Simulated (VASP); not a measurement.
# SiC (P6_3mc) in VASP: further runs

SiC is run at these levels: r2SCAN; tasks: relaxation of shape and atoms at fixed volume.

Program: VASP 6.6.1. These are calculated values, not measurements. Logs are shortened: lines on timing, memory, paths and dates and some standing lists are left out, and cuts for length are marked.

### 1 The cell of the first run

It takes space group P6_3mc (No. 186, hexagonal). The conventional cell has a = 2.981 Å, b = 2.981 Å, c = 4.890 Å, α = 90.00°, β = 90.00°, γ = 120.00°. Within 2.4 Å of Si (site symmetry 3m) lie 4 C at 1.82 to 1.84 Å. Within 2.4 Å of C (site symmetry 3m) lie 4 Si at 1.82 to 1.84 Å.

### 2 Relaxation of shape and atoms at fixed volume, r2SCAN (9.41 Å³/atom)

POSCAR

```
SiC
1.0
    2.9807183324      0.0000000000      0.0000000000
   -1.4903591662      2.5813777974      0.0000000000
    0.0000000000      0.0000000000      4.8896586029
Si C
2 2
Direct
    0.3333333333      0.6666666667      0.0045681926
    0.6666666667      0.3333333333      0.5045681926
    0.3333333333      0.6666666667      0.3804318074
    0.6666666667      0.3333333333      0.8804318074
```

INCAR.step1

```
SYSTEM = SiC
ALGO = Normal
EDIFF = 1E-4
ENCUT = 600
GGA = PE
ISMEAR = 0
LASPH = .TRUE.
LCHARG = .FALSE.
LREAL = .FALSE.
LWAVE = .TRUE.
NELM = 80
PREC = Accurate
SIGMA = 0.02
```

INCAR.step2

```
SYSTEM = SiC
ALGO = Normal
EDIFF = 1E-7
EDIFFG = -0.01
ENCUT = 600
IBRION = 2
ISIF = 4
ISMEAR = 0
ISTART = 1
LASPH = .TRUE.
LCHARG = .FALSE.
LMIXTAU = .TRUE.
LREAL = .FALSE.
LWAVE = .FALSE.
METAGGA = R2SCAN
NELM = 80
NSW = 50
PREC = Accurate
SIGMA = 0.02
```

KPOINTS

```
k-points
0
G
  12 12 6
  0 0 0
```

Potentials or basis: VASP PAW PBE potentials, release 64 (Si, C).

On the command line:

```
$ cat potpaw_PBE.64/Si/POTCAR potpaw_PBE.64/C/POTCAR > POTCAR
$ cp INCAR.step1 INCAR
$ mpirun -np 1 vasp_std > vasp.out
$ cp INCAR.step2 INCAR
$ mpirun -np 1 vasp_std > vasp.out
```

OUTCAR:

```text
SYSTEM = SiC
   EDIFF = 1E-7
   EDIFFG = -0.01
   ENCUT = 600
   IBRION = 2
   ISIF = 4
   ISMEAR = 0
   ISTART = 1
   LASPH = .TRUE.
   LREAL = .FALSE.
   METAGGA = R2SCAN
   NELM = 80
   NSW = 50
   PREC = Accurate

 ion  position               nearest neighbor table
   1  0.333  0.667  0.005-   4 1.82   4 1.82   4 1.82   3 1.84   2 2.99   2 2.99   2 2.99   2 2.99
                             2 2.99   2 2.99
   2  0.667  0.333  0.505-   3 1.82   3 1.82   3 1.82   4 1.84   1 2.99   1 2.99   1 2.99   1 2.99
                             1 2.99   1 2.99
   3  0.333  0.667  0.380-   2 1.82   2 1.82   2 1.82   1 1.84
   4  0.667  0.333  0.880-   1 1.82   1 1.82   1 1.82   2 1.84

  LATTYP: Found a hexagonal cell.
 ALAT       =     2.9807183324
 C/A-ratio  =     1.6404296071

  Lattice vectors:

 A1 = (   2.9807183324,   0.0000000000,   0.0000000000)
 A2 = (  -1.4903591662,   2.5813777974,   0.0000000000)
 A3 = (   0.0000000000,   0.0000000000,   4.8896586029)

Analysis of symmetry for initial positions (statically):
=====================================================================
 Subroutine PRICEL returns:
 Original cell was already a primitive cell.

 Routine SETGRP: Setting up the symmetry group for a
 hexagonal supercell.

 Subroutine GETGRP returns: Found 12 space group operations
 (whereof  6 operations were pure point group operations)
 out of a pool of 24 trial point group operations.

The static configuration has the point symmetry C_3v.
 The point group associated with its full space group is C_6v.

Analysis of symmetry for dynamics (positions and initial velocities):
=====================================================================
 Subroutine PRICEL returns:
 Original cell was already a primitive cell.

 Routine SETGRP: Setting up the symmetry group for a
 hexagonal supercell.

 Subroutine GETGRP returns: Found 12 space group operations
 (whereof  6 operations were pure point group operations)
 out of a pool of 24 trial point group operations.

The dynamic configuration has the point symmetry C_3v.
 The point group associated with its full space group is C_6v.

 Subroutine INISYM returns: Found 12 space group operations
 (whereof  6 operations are pure point group operations),
 and found     1 'primitive' translations

----------------------------------------------------------------------------------------

                                     Primitive cell

  volume of cell :      37.6228

  direct lattice vectors                    reciprocal lattice vectors
     2.980718332  0.000000000  0.000000000     0.335489600  0.193695011  0.000000000
    -1.490359166  2.581377797  0.000000000     0.000000000  0.387390021  0.000000000
     0.000000000  0.000000000  4.889658603     0.000000000  0.000000000  0.204513256

  length of vectors
     2.980718332  2.980718332  4.889658603     0.387390021  0.387390021  0.204513256

  position of ions in fractional coordinates (direct lattice)
     0.333333333  0.666666667  0.004568193
     0.666666667  0.333333333  0.504568193
     0.333333333  0.666666667  0.380431807
     0.666666667  0.333333333  0.880431807

  ion indices of the primitive-cell ions
   primitive index   ion index
                 1           1
                 2           2
                 3           3
                 4           4

----------------------------------------------------------------------------------------

 KPOINTS: k-points

Automatic generation of k-mesh.
 Grid dimensions read from file:
 generate k-points for:   12   12    6

 Generating k-lattice:

  Cartesian coordinates                     Fractional coordinates (reciprocal lattice)
     0.027957467  0.016141251  0.000000000     0.083333333  0.000000000  0.000000000
     0.000000000  0.032282502  0.000000000     0.000000000  0.083333333  0.000000000
     0.000000000  0.000000000  0.034085543     0.000000000  0.000000000  0.166666667

  Length of vectors
     0.032282502  0.032282502  0.034085543

  Shift w.r.t. Gamma in fractional coordinates (k-lattice)
     0.000000000  0.000000000  0.000000000

 Subroutine IBZKPT returns following result:
 ===========================================

 Found     76 irreducible k-points:

 Following reciprocal coordinates:
            Coordinates               Weight
  0.000000  0.000000  0.000000      1.000000
  0.083333  0.000000  0.000000      6.000000
  0.166667 -0.000000  0.000000      6.000000
  0.250000  0.000000  0.000000      6.000000
  0.333333 -0.000000  0.000000      6.000000
  0.416667  0.000000  0.000000      6.000000
[... 16 lines left out ...]
  0.250000  0.000000  0.166667     12.000000
  0.333333 -0.000000  0.166667     12.000000
 [... further k-points ...]
   k-points           NKPTS =     76   k-points in BZ     NKDIM =     76   number of bands    NBANDS=     12
   number of dos      NEDOS =    301   number of ions     NIONS =      4
   total plane-waves  NPLWV =  23040
   dimension x,y,z NGX =    24 NGY =   24 NGZ =   40
   dimension x,y,z NGXF=    48 NGYF=   48 NGZF=   80
   ions per type =               2   2
   NGX,Y,Z   is equivalent  to a cutoff of  13.39, 13.39, 13.60 a.u.
   NGXF,Y,Z  is equivalent  to a cutoff of  26.77, 26.77, 27.20 a.u.
 SYSTEM =  SiC
   PREC   = accura    normal or accurate (medium, high low for compatibility)
   ISTART =      1    job   : 0-new  1-cont  2-samecut
   ICHARG =      0    charge: 1-file 2-atom 10-const
   ISPIN  =      1    spin polarized calculation?
   LNONCOLLINEAR =      F non collinear calculations
   LSORBIT =      F    spin-orbit coupling
   LASPH  =      T    aspherical Exc in radial PAW
   ENCUT  =  600.0 eV  44.10 Ry    6.64 a.u.   5.95  5.95  9.77*2*pi/ulx,y,z
   NELM   =     80;   NELMIN=  2; NELMDL=  0     # of ELM steps
   EDIFF  = 0.1E-06   stopping-criterion for ELM
   LREAL  =      F    real-space projection
   EDIFFG = -.1E-01   stopping-criterion for IOM
   NSW    =     50    number of steps for IOM
   IBRION =      2    ionic relax: 0-MD 1-quasi-New 2-CG
   NFREE  =      1    steps in history (QN), initial steepest desc. (CG)
   ISIF   =      4    stress and relaxation
   ISYM   =      2    0-nonsym 1-usesym 2-fastsym
   POTIM  = 0.5000    time-step for ionic-motion
   TEBEG  =    0.0;   TEEND  =   0.0 temperature during run
   PSTRESS=    0.0 pullay stress
   NELECT =      16.0000    total number of electrons
   NUPDOWN=      -1.0000    fix difference up-down
   EMIN   =  10.00;   EMAX   =-10.00  energy-range for DOS
   EFERMI =   0.00;   METHOD = LEGACY
   ISMEAR =     0;   SIGMA  =   0.02  broadening in eV -4-tet -1-fermi 0-gaus
   EFERMI_NEDOS =   21; number of points for ismear=-14 and -15
   IALGO  =     38    algorithm
   IMIX   =      4    mixing-type and parameters
     AMIX     =   0.40;   BMIX     =  1.00
     AMIX_MAG =   1.60;   BMIX_MAG =  1.00
  volume/ion in A,a.u.               =       9.41        63.47
  Fermi-wavevector in a.u.,A,eV,Ry     =   1.231113  2.326466 20.621513  1.515638
  Thomas-Fermi vector in A             =   2.365935
   LORBIT       =      0    0 simple, 1 ext, 2 COOP (PROOUT), +10 PAW based schemes
   METAGGA = R2SCAN    functional components
   LHFCALC =     F    Hartree Fock is set to
   AEXX    =    0.0000 exact exchange contribution
   IVDW    =     0    specifies the selected vdW correction
   LEPSILON=     F    determine dielectric tensor
   LRPA    =     F    only Hartree local field effects (RPA)
 conjugate gradient relaxation of ions
 non-spin polarized calculation
 Gauss-broadening in eV      SIGMA  =   0.02
  energy-cutoff  :      600.00
  volume of cell :       37.62
 maximum number of plane-waves:      1290
 NGX is ok and might be reduce to    24
   NGX = 11   NGY = 11   NGZ = 19

--------------------------------------- Ionic step        1  -------------------------------------------

 number of electron      15.9999999 magnetization

 Free energy of the ion-electron system (eV)
  ---------------------------------------------------
  ext. energy  EPLUGINS =         0.00000000
  ---------------------------------------------------
  free energy    TOTEN  =       -38.36873167 eV

  energy without entropy =      -38.36873167  energy(sigma->0) =      -38.36873167

------------------------ aborting loop because EDIFF is reached ----------------------------------------

  FORCE on cell =-STRESS in cart. coord.  units (eV):
  Direction    XX          YY          ZZ          XY          YZ          ZX
  --------------------------------------------------------------------------------------
  -------------------------------------------------------------------------------------
  Total        5.9697422      5.9697422      5.8936074      0.0000000      0.0000000      0.0000000
  in kB      254.2231592    254.2231592    250.9809363      0.0000000      0.0000000      0.0000000
  external PRESSURE =     253.1424182 kB  Pullay stress =       0.0000000 kB
[... 61 lines left out ...]
  energy  without entropy=      -38.3686924492  energy(sigma->0) =      -38.36869245

--------------------------------------- Ionic step        3  -------------------------------------------

 number of electron      15.9999999 magnetization

 Free energy of the ion-electron system (eV)
  ---------------------------------------------------
  ext. energy  EPLUGINS =         0.00000000
  ---------------------------------------------------
  free energy    TOTEN  =       -38.36874294 eV

  energy without entropy =      -38.36874294  energy(sigma->0) =      -38.36874294

 E-fermi :   9.3728     XC(G=0): -12.3570

 val. band max:        9.2450150225   @ k =   0.0000   0.0000   0.0000
 cond. band min:      11.7649299666   @ k =   0.3333   0.3333   0.0000
 fundamental gap:      2.5199149441
 Fermi energy:         9.3728139258

 k-point     1 :       0.0000    0.0000    0.0000
  band No.  band energies     occupation
      1      -7.8930      2.00000
      2      -3.8906      2.00000
      3      -0.3040      2.00000
      4       7.8137      2.00000
      5       7.8137      2.00000
      6       9.1345      2.00000
      7       9.2450      2.00000
      8       9.2450      2.00000
      9      15.4911      0.00000
     10      17.0619      0.00000
     11      17.0619      0.00000
     12      17.0842      0.00000
[... 331 lines left out ...]
 k-point    24 :       0.3333   -0.0000    0.1667
  band No.  band energies     occupation
      1      -5.6895      2.00000
      2      -2.8528      2.00000
      3       1.3622      2.00000
      4       3.0279      2.00000
      5       4.1099      2.00000
      6       6.0970      2.00000
      7       7.5088      2.00000
      8       8.0606      2.00000
      9      13.3808      0.00000
     10      14.4311      0.00000
     11      17.3357      0.00000
     12      18.1759      0.00000

 [... further k-points ...]

------------------------ aborting loop because EDIFF is reached ----------------------------------------

  FORCE on cell =-STRESS in cart. coord.  units (eV):
  Direction    XX          YY          ZZ          XY          YZ          ZX
  --------------------------------------------------------------------------------------
  -------------------------------------------------------------------------------------
  Total        5.9462577      5.9462577      5.9389135      0.0000000      0.0000000     -0.0000000
  in kB      253.2230647    253.2230647    252.9103118      0.0000000      0.0000000     -0.0000000
  external PRESSURE =     253.1188137 kB  Pullay stress =       0.0000000 kB
[... 19 lines left out ...]
  FREE ENERGIE OF THE ION-ELECTRON SYSTEM (eV)
  ---------------------------------------------------
  free  energy   TOTEN  =       -38.3687429417 eV

  energy  without entropy=      -38.3687429417  energy(sigma->0) =      -38.36874294

 reached required accuracy - stopping structural energy minimisation
```

Wall time 2.4 min (1 thread of Intel Xeon 6975P-C (Granite Rapids), shared host); peak memory 0.18 GiB.

Results:

```
Free energy               : -38.3687 eV
Energy gained by relaxing : 0.0 meV/atom
Ionic steps               : 3
Pressure after relaxing   : 25.3 GPa
Band gap on the k mesh    : 2.52 eV (least direct gap 4.70 eV)
```

Final structure:
```
CELL_PARAMETERS angstrom
2.98101 0.00000 0.00000
-1.49051 2.58163 0.00000
0.00000 0.00000 4.88869
ATOMIC_POSITIONS crystal
Si 0.33333 0.66667 0.00461
Si 0.66667 0.33333 0.50461
C 0.33333 0.66667 0.38039
C 0.66667 0.33333 0.88039
```

Caveat: the PAW data sets were made with another functional, which shifts forces and pressure a little. A k mesh can miss the band edges.

[end of part 1 of 2]
